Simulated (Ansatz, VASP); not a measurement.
# AlN: VASP beside Ansatz

```xyz
2
Lattice="0.0000 2.2013 2.2013 2.2013 0.0000 2.2013 2.2013 2.2013 0.0000" Properties=species:S:1:pos:R:3 pbc="T T T"
Al    0.0504    0.0000    0.0000
N     3.2049    3.3019    3.3019
```

Change from the starting cell: mode 4 frozen in at -0.097 Å, equal normal strain along x, y and z +0.0000.

Alike in both runs: task single point; functional PBE; k mesh 10 × 10 × 10; occupations gaussian, width 0.05 eV; no spin polarisation.

|  | VASP | Ansatz |
| --- | --- | --- |
| version | VASP 6.6.1 | Ansatz 0.2.0 |
| potentials or method | VASP PAW PBE potentials, release 64 (Al, N), cutoff 520 eV | scalar-relativistic, plane waves, PAW |
| valence electrons in the cell | 8 | 8 |

VASP gave:

* gap on the k mesh at the Fermi level (eV): 2.93
* least direct gap on the mesh (eV): 3.59
* pressure (GPa): 2.3
* traceless stress, the component that is largest in VASP (GPa): -9.20
* rms of the force components (eV/Å): 1.142

What did Ansatz give for the same quantities?

gap on the k mesh at the Fermi level (eV): 2.94; least direct gap on the mesh (eV): 3.58; pressure (GPa): 2.5; traceless stress, the component that is largest in VASP (GPa): -9.18; rms of the force components (eV/Å): 1.139.

Atom by atom the forces differ by 0.003 eV/Å (rms over components).
